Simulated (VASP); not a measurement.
# ReW4 in VASP: notebook

ReW4 is run at these levels: PBEsol; tasks: single point.

All numbers are computed with VASP 6.6.1; they aren't measurements. Logs are shortened: lines on timing, memory, paths and dates and some standing lists are left out, and cuts for length are marked.

## (1) The cell of the first run

The cell holds a slab with vacuum, 5 atoms: a = 3.154 Å, b = 3.154 Å, c = 22.308 Å, α = 90.00°, β = 90.00°, γ = 90.00°.

## (2) Single point, PBEsol

File INCAR:

```
PREC     = Accurate       # precision mode
ENCUT    = 520            # plane-wave cutoff, eV
EDIFF    = 1E-6           # SCF threshold, eV
ISMEAR   = -1             # smearing method
SIGMA    = 0.08           # smearing width, eV
LREAL    = False          # projectors in reciprocal space
LASPH    = True           # aspherical terms in the spheres
NELM     = 60             # most SCF steps
ALGO     = Normal         # electronic algorithm
ISIF     = 2              # what is computed and relaxed
LWAVE    = False          # write WAVECAR
LCHARG   = False          # write CHGCAR
LDIPOL   = True         
IDIPOL   = 3            
DIPOL    = 0.5 0.5 0.500
GGA      = PS             # functional
NBANDS   = 40             # bands
```

File KPOINTS:

```
Automatic mesh
0
Gamma
  12 12 1
```

File POSCAR:

```
ReW4
1.0
    3.1537715175      0.0000000000      0.0000000000
    0.0000000000      3.1537715175      0.0000000000
    0.0000000000      0.0000000000     22.3075000000
Re W
1 4
Direct
    0.0000000000      0.0000000000      0.3650532789
    0.5000000000      0.5000000000      0.4282835857
    0.0000000000      0.0000000000      0.4999999992
    0.5000000000      0.5000000000      0.5717164151
    0.0000000000      0.0000000000      0.6349467211
```

Potentials or basis: VASP PAW PBE potentials, release 64 (Re, W_sv).

Command:

```
$ cat potpaw_PBE.64/Re/POTCAR potpaw_PBE.64/W_sv/POTCAR > POTCAR
$ mpirun -np 1 vasp_std > vasp.out
```

OUTCAR:

```text
PREC = Accurate
   ENCUT = 520
   EDIFF = 1E-6
   ISMEAR = -1
   LREAL = False
   LASPH = True
   NELM = 60
   ISIF = 2
   GGA = PS

 ion  position               nearest neighbor table
   1  0.000  0.000  0.365-   2 2.64   2 2.64   2 2.64   2 2.64   3 3.01
   2  0.500  0.500  0.428-   1 2.64   1 2.64   1 2.64   1 2.64   3 2.74   3 2.74   3 2.74   3 2.74
                             4 3.20
   3  0.000  0.000  0.500-   2 2.74   2 2.74   2 2.74   2 2.74   4 2.74   4 2.74   4 2.74   4 2.74
                             1 3.01   5 3.01
   4  0.500  0.500  0.572-   5 2.64   5 2.64   5 2.64   5 2.64   3 2.74   3 2.74   3 2.74   3 2.74
                             2 3.20
   5  0.000  0.000  0.635-   4 2.64   4 2.64   4 2.64   4 2.64   3 3.01

  LATTYP: Found a simple tetragonal cell.
 ALAT       =     3.1537715175
 C/A-ratio  =     7.0732771465

  Lattice vectors:

 A1 = (   3.1537715175,   0.0000000000,   0.0000000000)
 A2 = (   0.0000000000,   3.1537715175,   0.0000000000)
 A3 = (   0.0000000000,   0.0000000000,  22.3075000000)

Analysis of symmetry for initial positions (statically):
=====================================================================
 Subroutine PRICEL returns:
 Original cell was already a primitive cell.

 Routine SETGRP: Setting up the symmetry group for a
 simple tetragonal supercell.

 Subroutine GETGRP returns: Found  8 space group operations
 (whereof  8 operations were pure point group operations)
 out of a pool of 16 trial point group operations.

The static configuration has the point symmetry C_4v.

Analysis of symmetry for dynamics (positions and initial velocities):
=====================================================================
 Subroutine PRICEL returns:
 Original cell was already a primitive cell.

 Routine SETGRP: Setting up the symmetry group for a
 simple tetragonal supercell.

 Subroutine GETGRP returns: Found  8 space group operations
 (whereof  8 operations were pure point group operations)
 out of a pool of 16 trial point group operations.

The dynamic configuration has the point symmetry C_4v.

 Subroutine INISYM returns: Found  8 space group operations
 (whereof  8 operations are pure point group operations),
 and found     1 'primitive' translations

----------------------------------------------------------------------------------------

                                     Primitive cell

  volume of cell :     221.8765

  direct lattice vectors                    reciprocal lattice vectors
     3.153771518  0.000000000  0.000000000     0.317080675  0.000000000  0.000000000
     0.000000000  3.153771518  0.000000000     0.000000000  0.317080675  0.000000000
     0.000000000  0.000000000 22.307500000     0.000000000  0.000000000  0.044827973

  length of vectors
     3.153771518  3.153771518 22.307500000     0.317080675  0.317080675  0.044827973

  position of ions in fractional coordinates (direct lattice)
     0.000000000  0.000000000  0.365053279
     0.500000000  0.500000000  0.428283586
     0.000000000  0.000000000  0.499999999
     0.500000000  0.500000000  0.571716415
     0.000000000  0.000000000  0.634946721

  ion indices of the primitive-cell ions
   primitive index   ion index
                 1           1
                 2           2
                 3           3
                 4           4
                 5           5

----------------------------------------------------------------------------------------

 KPOINTS: Automatic mesh

Automatic generation of k-mesh.
 Grid dimensions read from file:
 generate k-points for:   12   12    1

 Generating k-lattice:

  Cartesian coordinates                     Fractional coordinates (reciprocal lattice)
     0.026423390  0.000000000  0.000000000     0.083333333  0.000000000  0.000000000
     0.000000000  0.026423390  0.000000000     0.000000000  0.083333333  0.000000000
     0.000000000  0.000000000  0.044827973     0.000000000  0.000000000  1.000000000

  Length of vectors
     0.026423390  0.026423390  0.044827973

  Shift w.r.t. Gamma in fractional coordinates (k-lattice)
     0.000000000  0.000000000  0.000000000

 Subroutine IBZKPT returns following result:
 ===========================================

 Found     28 irreducible k-points:

 Following reciprocal coordinates:
            Coordinates               Weight
  0.000000  0.000000  0.000000      1.000000
  0.083333  0.000000  0.000000      4.000000
  0.166667  0.000000  0.000000      4.000000
  0.250000  0.000000  0.000000      4.000000
  0.333333  0.000000  0.000000      4.000000
  0.416667  0.000000  0.000000      4.000000
[... 16 lines left out ...]
  0.333333  0.333333  0.000000      4.000000
  0.416667  0.333333  0.000000      8.000000
 [... further k-points ...]
   k-points           NKPTS =     28   k-points in BZ     NKDIM =     28   number of bands    NBANDS=     40
   number of dos      NEDOS =    301   number of ions     NIONS =      5
   total plane-waves  NPLWV =  96768
   dimension x,y,z NGX =    24 NGY =   24 NGZ =  168
   dimension x,y,z NGXF=    48 NGYF=   48 NGZF=  336
   ions per type =               1   4
   NGX,Y,Z   is equivalent  to a cutoff of  12.65, 12.65, 12.52 a.u.
   NGXF,Y,Z  is equivalent  to a cutoff of  25.30, 25.30, 25.04 a.u.
 SYSTEM =  unknown system
   PREC   = accura    normal or accurate (medium, high low for compatibility)
   ISTART =      0    job   : 0-new  1-cont  2-samecut
   ICHARG =      2    charge: 1-file 2-atom 10-const
   ISPIN  =      1    spin polarized calculation?
   LNONCOLLINEAR =      F non collinear calculations
   LSORBIT =      F    spin-orbit coupling
   LASPH  =      T    aspherical Exc in radial PAW
   ENCUT  =  520.0 eV  38.22 Ry    6.18 a.u.   5.86  5.86 41.48*2*pi/ulx,y,z
   NELM   =     60;   NELMIN=  2; NELMDL= -5     # of ELM steps
   EDIFF  = 0.1E-05   stopping-criterion for ELM
   LREAL  =      F    real-space projection
   EDIFFG = 0.1E-04   stopping-criterion for IOM
   NSW    =      0    number of steps for IOM
   IBRION =     -1    ionic relax: 0-MD 1-quasi-New 2-CG
   NFREE  =      0    steps in history (QN), initial steepest desc. (CG)
   ISIF   =      2    stress and relaxation
   ISYM   =      2    0-nonsym 1-usesym 2-fastsym
   POTIM  = 0.5000    time-step for ionic-motion
   TEBEG  =    0.0;   TEEND  =   0.0 temperature during run
   PSTRESS=    0.0 pullay stress
   NELECT =      63.0000    total number of electrons
   NUPDOWN=      -1.0000    fix difference up-down
   EMIN   =  10.00;   EMAX   =-10.00  energy-range for DOS
   EFERMI =   0.00;   METHOD = LEGACY
   ISMEAR =    -1;   SIGMA  =   0.08  broadening in eV -4-tet -1-fermi 0-gaus
   EFERMI_NEDOS =   21; number of points for ismear=-14 and -15
   IALGO  =     38    algorithm
   IMIX   =      4    mixing-type and parameters
     AMIX     =   0.40;   BMIX     =  1.00
     AMIX_MAG =   1.60;   BMIX_MAG =  1.00
  volume/ion in A,a.u.               =      44.38       299.46
  Fermi-wavevector in a.u.,A,eV,Ry     =   1.076014  2.033371 15.752907  1.157806
  Thomas-Fermi vector in A             =   2.211887
   LORBIT       =      0    0 simple, 1 ext, 2 COOP (PROOUT), +10 PAW based schemes
   GGA     = PS    functional components
   LHFCALC =     F    Hartree Fock is set to
   AEXX    =    0.0000 exact exchange contribution
   IVDW    =     0    specifies the selected vdW correction
   LEPSILON=     F    determine dielectric tensor
   LRPA    =     F    only Hartree local field effects (RPA)
 non-spin polarized calculation
  energy-cutoff  :      520.00
  volume of cell :      221.88
 maximum number of plane-waves:      6040
 NGX is ok and might be reduce to    24
   NGX = 11   NGY = 11   NGZ = 83

 dipolmoment           0.000000      0.000000      0.022288 electrons x Angstroem

 number of electron      63.0000001 magnetization

 dipolmoment           0.000000      0.000000     -0.008806 electrons x Angstroem

 Free energy of the ion-electron system (eV)
  ---------------------------------------------------
  ext. energy  EPLUGINS =         0.00000000
  ---------------------------------------------------
  free energy    TOTEN  =       -63.33292325 eV

  energy without entropy =      -63.22034422  energy(sigma->0) =      -63.27663374

 E-fermi :   1.0045     XC(G=0):  -5.8957

 val. band max:        1.0015730379   @ k =   0.4167   0.1667   0.0000
 cond. band min:       1.0214365826   @ k =   0.0833   0.0000   0.0000
 fundamental gap:      0.0198635446
 Fermi energy:         1.0044561650

 k-point     1 :       0.0000    0.0000    0.0000
  band No.  band energies     occupation
      1     -73.1316      2.00000
      2     -73.0171      2.00000
      3     -72.8627      2.00000
      4     -72.6815      2.00000
      5     -37.5984      2.00000
      6     -37.4964      2.00000
[... 32 lines left out ...]
     39       2.7596      0.00000
     40       3.5927      0.00000

 k-point     2 :       0.0833    0.0000    0.0000
  band No.  band energies     occupation
      1     -73.1288      2.00000
      2     -73.0176      2.00000
      3     -72.8597      2.00000
      4     -72.6844      2.00000
      5     -37.6183      2.00000
      6     -37.5290      2.00000
[... 32 lines left out ...]
     39       3.2517      0.00000
     40       3.5126      0.00000

 k-point     3 :       0.1667    0.0000    0.0000
  band No.  band energies     occupation
      1     -73.1205      2.00000
      2     -73.0196      2.00000
      3     -72.8508      2.00000
      4     -72.6927      2.00000
      5     -37.6761      2.00000
      6     -37.5953      2.00000
[... 853 lines left out ...]
  band No.  band energies     occupation
      1     -73.0739      2.00000
      2     -73.0338      2.00000
      3     -72.7891      2.00000
      4     -72.7408      2.00000
      5     -37.7721      2.00000
      6     -37.6980      2.00000
[... 32 lines left out ...]
     39       3.7565      0.00000
     40       3.9274      0.00000

 k-point    24 :       0.4167    0.3333    0.0000
  band No.  band energies     occupation
      1     -73.0679      2.00000
      2     -73.0359      2.00000
      3     -72.7773      2.00000
      4     -72.7497      2.00000
      5     -37.8006      2.00000
      6     -37.7476      2.00000
[... 32 lines left out ...]
     39       3.9397      0.00000
     40       4.0323      0.00000

 [... further k-points ...]

------------------------ aborting loop because EDIFF is reached ----------------------------------------

 vacuum level on the upper side and lower side of the slab       (xc-potential included)        -0.370        -0.205

  FORCE on cell =-STRESS in cart. coord.  units (eV):
  Direction    XX          YY          ZZ          XY          YZ          ZX
  --------------------------------------------------------------------------------------
  -------------------------------------------------------------------------------------
  Total       -5.9305110     -5.9305110     -1.5607196      0.0000000      0.0000000     -0.0000000
  in kB      -42.8244053    -42.8244053    -11.2700054      0.0000000      0.0000000     -0.0000000
  external PRESSURE =     -32.3062720 kB  Pullay stress =       0.0000000 kB

 VOLUME and BASIS-vectors are now :
 -----------------------------------------------------------------------------
  energy-cutoff  :      520.00
  volume of cell :      221.88
      direct lattice vectors                 reciprocal lattice vectors
     3.153771518  0.000000000  0.000000000     0.317080675  0.000000000  0.000000000
     0.000000000  3.153771518  0.000000000     0.000000000  0.317080675  0.000000000
     0.000000000  0.000000000 22.307500000     0.000000000  0.000000000  0.044827973

 POSITION                                       TOTAL-FORCE (eV/Angst)
 -----------------------------------------------------------------------------------
      0.00000      0.00000      8.14343         0.000000      0.000000      1.101055
      1.57689      1.57689      9.55394         0.000000     -0.000000     -1.153521
      0.00000      0.00000     11.15375         0.000000      0.000000      0.182531
      1.57689      1.57689     12.75356         0.000000     -0.000000     -0.291559
      0.00000      0.00000     14.16407         0.000000      0.000000      0.161494
 -----------------------------------------------------------------------------------
    total drift:                                0.000000      0.000000     -0.001112

  FREE ENERGIE OF THE ION-ELECTRON SYSTEM (eV)
  ---------------------------------------------------
  free  energy   TOTEN  =       -63.3329232544 eV

  energy  without entropy=      -63.2203442245  energy(sigma->0) =      -63.27663374

 vacuum level on the upper side and lower side of the slab         4.956         5.095
```

Wall time 13 min (1 thread of Intel Xeon 8259CL, shared host); peak memory 0.43 GiB.

What came out:

| Quantity | Value |
| --- | --- |
| Free energy | -63.3329 eV |
| Largest force | 1.154 eV/Å |
| Band gap on the k mesh | zero (an odd number of electrons rules out a gap without spin polarisation) |

Forces in eV/Å, atoms in the order of the input:
```
Re   0.000  0.000  1.101
W    0.000  0.000 -1.154
W    0.000  0.000  0.183
W    0.000  0.000 -0.292
W    0.000  0.000  0.161
```

Caveat: the PAW data sets were made with another functional, which shifts forces and pressure a little; spin-orbit coupling is left out, which moves the levels of the heavy elements.

(Continued in part 2 of 2.)
